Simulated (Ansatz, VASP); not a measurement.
One calculation of Fe3W, two programs

```xyz
4
Lattice="3.6336 0.0000 0.0000 0.0000 3.6336 0.0000 0.0000 0.0000 3.6336" Properties=species:S:1:pos:R:3 pbc="T T T"
Fe    0.0000    1.8168    1.8168
Fe    1.8168    0.0000    1.8168
Fe    1.8168    1.8168    0.0000
W     0.0000    0.0000    0.0000
```

Alike in both runs: task single point; functional PBEsol; k mesh 8 × 8 × 8; occupations fermi-dirac, width 0.05 eV; collinear spin.

|  | VASP | Ansatz |
| --- | --- | --- |
| version | VASP 6.6.1 | Ansatz 0.2.0 |
| potentials or method | VASP PAW PBE potentials, release 64 (Fe, W_sv), cutoff 520 eV | all-electron LAPW, scalar-relativistic |

VASP gave:

```
pressure (GPa)                                                : -13.7
net moment per atom (μB)                                      : 0.52
size of the moment on the site where the two differ most (μB) : 0.30
```

Estimate Ansatz's values.

pressure (GPa): -13.7; net moment per atom (μB): 0.52; size of the moment on the site where the two differ most (μB): 0.29.

VASP's potentials were made for PBE, not for PBEsol. Site moments also hang on the region over which each program counts them. Ansatz ran all-electron here, and VASP with PAW potentials.

Neither program's run includes spin-orbit coupling.
